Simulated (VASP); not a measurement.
# Ta4N in VASP: single point with PBE

Aim: the single point of Ta4N with PBE.

Everything below comes from runs of VASP 6.6.1. Logs are shortened: lines on timing, memory, paths and dates and some standing lists are left out, and cuts for length are marked.

## (1) The cell of the first run

The cell holds a slab with vacuum, 5 atoms: a = 3.319 Å, b = 3.319 Å, c = 20.300 Å, α = 90.00°, β = 90.00°, γ = 90.00°.

## (2) Single point, PBE

INCAR

```
PREC     = Accurate       # precision mode
ENCUT    = 520            # plane-wave cutoff, eV
EDIFF    = 1E-7           # SCF threshold, eV
ISMEAR   = 0              # smearing method
SIGMA    = 0.1            # smearing width, eV
LREAL    = F              # projectors in reciprocal space
LASPH    = T              # aspherical terms in the spheres
NELM     = 100            # most SCF steps
ALGO     = Normal         # electronic algorithm
ISIF     = 2              # what is computed and relaxed
LWAVE    = F              # write WAVECAR
LCHARG   = F              # write CHGCAR
LDIPOL   = T            
IDIPOL   = 3            
DIPOL    = 0.5 0.5 0.350
GGA      = PE             # functional
NBANDS   = 32             # bands
```

KPOINTS

```
regular mesh
0
Gamma
  8 8 1
```

POSCAR

```
Ta4N
1.0
    3.3189671338      0.0000000000      0.0000000000
    0.0000000000      3.3189671338      0.0000000000
    0.0000000000      0.0000000000     20.2996559829
Ta N
4 1
Direct
    0.5000000000      0.5000000000      0.1970476743
    0.0000000000      0.0000000000      0.2787970186
    0.5000000000      0.5000000000      0.3599139064
    0.0000000000      0.0000000000      0.4334879365
    0.0000000000      0.5000000000      0.4817235213
```

Potentials or basis: VASP PAW PBE potentials, release 64 (Ta_pv, N).

Command:

```
cat potpaw_PBE.64/Ta_pv/POTCAR potpaw_PBE.64/N/POTCAR > POTCAR
mpirun -np 1 vasp_std > vasp.out
```

OUTCAR:

```text
PREC = Accurate
   ENCUT = 520
   EDIFF = 1E-7
   ISMEAR = 0
   LREAL = F
   LASPH = T
   NELM = 100
   ISIF = 2
   GGA = PE

 ion  position               nearest neighbor table
   1  0.500  0.500  0.197-   2 2.87   2 2.87   2 2.87   2 2.87   3 3.31
   2  0.000  0.000  0.279-   3 2.87   3 2.87   3 2.87   3 2.87   1 2.87   1 2.87   1 2.87   1 2.87
                             4 3.14
   3  0.500  0.500  0.360-   4 2.78   4 2.78   4 2.78   4 2.78   2 2.87   2 2.87   2 2.87   2 2.87
                             1 3.31
   4  0.000  0.000  0.433-   5 1.93   5 1.93   3 2.78   3 2.78   3 2.78   3 2.78   2 3.14
   5  0.000  0.500  0.482-   4 1.93   4 1.93

  LATTYP: Found a simple tetragonal cell.
 ALAT       =     3.3189671338
 C/A-ratio  =     6.1162570054

  Lattice vectors:

 A1 = (   3.3189671338,   0.0000000000,   0.0000000000)
 A2 = (   0.0000000000,   3.3189671338,   0.0000000000)
 A3 = (   0.0000000000,   0.0000000000,  20.2996559829)

Analysis of symmetry for initial positions (statically):
=====================================================================
 Subroutine PRICEL returns:
 Original cell was already a primitive cell.

 Routine SETGRP: Setting up the symmetry group for a
 simple tetragonal supercell.

 Subroutine GETGRP returns: Found  4 space group operations
 (whereof  4 operations were pure point group operations)
 out of a pool of 16 trial point group operations.

The static configuration has the point symmetry C_2v.

Analysis of symmetry for dynamics (positions and initial velocities):
=====================================================================
 Subroutine PRICEL returns:
 Original cell was already a primitive cell.

 Routine SETGRP: Setting up the symmetry group for a
 simple tetragonal supercell.

 Subroutine GETGRP returns: Found  4 space group operations
 (whereof  4 operations were pure point group operations)
 out of a pool of 16 trial point group operations.

The dynamic configuration has the point symmetry C_2v.

 Subroutine INISYM returns: Found  4 space group operations
 (whereof  4 operations are pure point group operations),
 and found     1 'primitive' translations

----------------------------------------------------------------------------------------

                                     Primitive cell

  volume of cell :     223.6117

  direct lattice vectors                    reciprocal lattice vectors
     3.318967134  0.000000000  0.000000000     0.301298555  0.000000000  0.000000000
     0.000000000  3.318967134  0.000000000     0.000000000  0.301298555  0.000000000
     0.000000000  0.000000000 20.299655983     0.000000000  0.000000000  0.049261919

  length of vectors
     3.318967134  3.318967134 20.299655983     0.301298555  0.301298555  0.049261919

  position of ions in fractional coordinates (direct lattice)
     0.500000000  0.500000000  0.197047674
     0.000000000  0.000000000  0.278797019
     0.500000000  0.500000000  0.359913906
     0.000000000  0.000000000  0.433487937
     0.000000000  0.500000000  0.481723521

  ion indices of the primitive-cell ions
   primitive index   ion index
                 1           1
                 2           2
                 3           3
                 4           4
                 5           5

----------------------------------------------------------------------------------------

 KPOINTS: regular mesh

Automatic generation of k-mesh.
 Grid dimensions read from file:
 generate k-points for:    8    8    1

 Generating k-lattice:

  Cartesian coordinates                     Fractional coordinates (reciprocal lattice)
     0.037662319  0.000000000  0.000000000     0.125000000  0.000000000  0.000000000
     0.000000000  0.037662319  0.000000000     0.000000000  0.125000000  0.000000000
     0.000000000  0.000000000  0.049261919     0.000000000  0.000000000  1.000000000

  Length of vectors
     0.037662319  0.037662319  0.049261919

  Shift w.r.t. Gamma in fractional coordinates (k-lattice)
     0.000000000  0.000000000  0.000000000

 Subroutine IBZKPT returns following result:
 ===========================================

 Found     25 irreducible k-points:

 Following reciprocal coordinates:
            Coordinates               Weight
  0.000000  0.000000  0.000000      1.000000
  0.125000  0.000000  0.000000      2.000000
  0.000000  0.125000  0.000000      2.000000
  0.250000  0.000000  0.000000      2.000000
  0.000000  0.250000  0.000000      2.000000
  0.375000  0.000000  0.000000      2.000000
[... 16 lines left out ...]
  0.500000  0.375000  0.000000      2.000000
 -0.375000  0.500000  0.000000      2.000000
   k-points           NKPTS =     25   k-points in BZ     NKDIM =     25   number of bands    NBANDS=     32
   number of dos      NEDOS =    301   number of ions     NIONS =      5
   total plane-waves  NPLWV = 125440
   dimension x,y,z NGX =    28 NGY =   28 NGZ =  160
   dimension x,y,z NGXF=    56 NGYF=   56 NGZF=  320
   ions per type =               4   1
   NGX,Y,Z   is equivalent  to a cutoff of  14.03, 14.03, 13.10 a.u.
   NGXF,Y,Z  is equivalent  to a cutoff of  28.05, 28.05, 26.21 a.u.
 SYSTEM =  unknown system
   PREC   = accura    normal or accurate (medium, high low for compatibility)
   ISTART =      0    job   : 0-new  1-cont  2-samecut
   ICHARG =      2    charge: 1-file 2-atom 10-const
   ISPIN  =      1    spin polarized calculation?
   LNONCOLLINEAR =      F non collinear calculations
   LSORBIT =      F    spin-orbit coupling
   LASPH  =      T    aspherical Exc in radial PAW
   ENCUT  =  520.0 eV  38.22 Ry    6.18 a.u.   6.17  6.17 37.74*2*pi/ulx,y,z
   NELM   =    100;   NELMIN=  2; NELMDL= -5     # of ELM steps
   EDIFF  = 0.1E-06   stopping-criterion for ELM
   LREAL  =      F    real-space projection
   EDIFFG = 0.1E-05   stopping-criterion for IOM
   NSW    =      0    number of steps for IOM
   IBRION =     -1    ionic relax: 0-MD 1-quasi-New 2-CG
   NFREE  =      0    steps in history (QN), initial steepest desc. (CG)
   ISIF   =      2    stress and relaxation
   ISYM   =      2    0-nonsym 1-usesym 2-fastsym
   POTIM  = 0.5000    time-step for ionic-motion
   TEBEG  =    0.0;   TEEND  =   0.0 temperature during run
   PSTRESS=    0.0 pullay stress
   NELECT =      49.0000    total number of electrons
   NUPDOWN=      -1.0000    fix difference up-down
   EMIN   =  10.00;   EMAX   =-10.00  energy-range for DOS
   EFERMI =   0.00;   METHOD = LEGACY
   ISMEAR =     0;   SIGMA  =   0.10  broadening in eV -4-tet -1-fermi 0-gaus
   EFERMI_NEDOS =   21; number of points for ismear=-14 and -15
   IALGO  =     38    algorithm
   IMIX   =      4    mixing-type and parameters
     AMIX     =   0.40;   BMIX     =  1.00
     AMIX_MAG =   1.60;   BMIX_MAG =  1.00
  volume/ion in A,a.u.               =      44.72       301.80
  Fermi-wavevector in a.u.,A,eV,Ry     =   0.986981  1.865123 13.253856  0.974131
  Thomas-Fermi vector in A             =   2.118401
   LORBIT       =      0    0 simple, 1 ext, 2 COOP (PROOUT), +10 PAW based schemes
   GGA     = PE    functional components
   LHFCALC =     F    Hartree Fock is set to
   AEXX    =    0.0000 exact exchange contribution
   IVDW    =     0    specifies the selected vdW correction
   LEPSILON=     F    determine dielectric tensor
   LRPA    =     F    only Hartree local field effects (RPA)
 non-spin polarized calculation
 Gauss-broadening in eV      SIGMA  =   0.10
  energy-cutoff  :      520.00
  volume of cell :      223.61
 maximum number of plane-waves:      6059
 NGX is ok and might be reduce to    28
   NGX = 13   NGY = 13   NGZ = 75

 dipolmoment           0.000000      0.000000     -0.584863 electrons x Angstroem

 number of electron      48.9999996 magnetization

 dipolmoment           0.000000      0.000000      0.118598 electrons x Angstroem

 Free energy of the ion-electron system (eV)
  ---------------------------------------------------
  ext. energy  EPLUGINS =         0.00000000
  ---------------------------------------------------
  free energy    TOTEN  =       -52.80232873 eV

  energy without entropy =      -52.77779236  energy(sigma->0) =      -52.79006055

 E-fermi :  -1.0437     XC(G=0):  -5.4344

 val. band max:       -1.0940944912   @ k =   0.5000   0.0000   0.0000
 cond. band min:      -1.0137124733   @ k =  -0.1250   0.5000   0.0000
 fundamental gap:      0.0803820179
 Fermi energy:        -1.0437021712

 k-point     1 :       0.0000    0.0000    0.0000
  band No.  band energies     occupation
      1     -36.0036      2.00000
      2     -35.8220      2.00000
      3     -35.8135      2.00000
      4     -35.5479      2.00000
      5     -35.5454      2.00000
      6     -35.5337      2.00000
[... 24 lines left out ...]
     31       1.1953      0.00000
     32       2.0858      0.00000

 k-point     2 :       0.1250    0.0000    0.0000
  band No.  band energies     occupation
      1     -36.0090      2.00000
      2     -35.8475      2.00000
      3     -35.8134      2.00000
      4     -35.6024      2.00000
      5     -35.5583      2.00000
      6     -35.5270      2.00000
[... 24 lines left out ...]
     31       1.3083      0.00000
     32       1.6629      0.00000
[... 733 lines left out ...]
     31       2.0337      0.00000
     32       2.6633      0.00000

 k-point    24 :      -0.3750    0.5000    0.0000
  band No.  band energies     occupation
      1     -36.0292      2.00000
      2     -36.0135      2.00000
      3     -35.9429      2.00000
      4     -35.9170      2.00000
      5     -35.7761      2.00000
      6     -35.3693      2.00000
[... 24 lines left out ...]
     31       1.6594      0.00000
     32       2.5559      0.00000

 [... further k-points ...]

------------------------ aborting loop because EDIFF is reached ----------------------------------------

 vacuum level on the upper side and lower side of the slab       (xc-potential included)         0.819        -1.144

  FORCE on cell =-STRESS in cart. coord.  units (eV):
  Direction    XX          YY          ZZ          XY          YZ          ZX
  --------------------------------------------------------------------------------------
  -------------------------------------------------------------------------------------
  Total        0.4098755      1.6600502      0.5053813      0.0000000      0.0000000      0.0000000
  in kB        2.9367564     11.8942544      3.6210553      0.0000000      0.0000000      0.0000000
  external PRESSURE =       6.1506887 kB  Pullay stress =       0.0000000 kB

 VOLUME and BASIS-vectors are now :
 -----------------------------------------------------------------------------
  energy-cutoff  :      520.00
  volume of cell :      223.61
      direct lattice vectors                 reciprocal lattice vectors
     3.318967134  0.000000000  0.000000000     0.301298555  0.000000000  0.000000000
     0.000000000  3.318967134  0.000000000     0.000000000  0.301298555  0.000000000
     0.000000000  0.000000000 20.299655983     0.000000000  0.000000000  0.049261919

 POSITION                                       TOTAL-FORCE (eV/Angst)
 -----------------------------------------------------------------------------------
      1.65948      1.65948      4.00000         0.000000      0.000000      1.148478
      0.00000      0.00000      5.65948         0.000000      0.000000     -0.877530
      1.65948      1.65948      7.30613         0.000000      0.000000     -2.126936
      0.00000      0.00000      8.79966         0.000000      0.000000      1.733370
      0.00000      1.65948      9.77882         0.000000      0.000000      0.122617
 -----------------------------------------------------------------------------------
    total drift:                                0.000000      0.000000     -0.000295

  FREE ENERGIE OF THE ION-ELECTRON SYSTEM (eV)
  ---------------------------------------------------
  free  energy   TOTEN  =       -52.8023287322 eV

  energy  without entropy=      -52.7777923625  energy(sigma->0) =      -52.79006055

 vacuum level on the upper side and lower side of the slab         4.812         2.805
```

Wall time 3.4 min (1 thread of Intel Xeon 6975P-C (Granite Rapids), shared host); peak memory 0.43 GiB.

What came out:

```yaml
Free_energy: -52.8023 eV
Largest_force: 2.127 eV/Å
```

Forces on the atoms (eV/Å):
```
Ta   0.000  0.000  1.148
Ta   0.000  0.000 -0.878
Ta   0.000  0.000 -2.127
Ta   0.000  0.000  1.733
N    0.000  0.000  0.123
```

Caveat: spin-orbit coupling is left out, which moves the levels of the heavy elements.
